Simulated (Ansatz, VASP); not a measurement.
ZnS: VASP beside Ansatz

```
CELL_PARAMETERS angstrom
0.00000 2.53102 2.53102
2.53102 0.00000 2.53102
2.53102 2.53102 0.00000
ATOMIC_POSITIONS crystal
Zn 0.00000 0.00000 0.00000
S 0.50000 0.50000 0.50000
```

Alike in both runs: task single point; functional PBE; k mesh 6 × 6 × 6; occupations fermi-dirac, width 0.02 eV; no spin polarisation.

|  | VASP | Ansatz |
| --- | --- | --- |
| version | VASP 6.6.1 | Ansatz 0.2.0 |
| potentials or method | VASP PAW PBE potentials, release 64 (Zn, S) | plane waves |
| plane-wave cutoff (eV) | 520 | 420 |
| valence electrons in the cell | 18 | 18 |

```tsv
	VASP	Ansatz	Ansatz less VASP
pressure (GPa)	2.5	2.3	-0.16
```
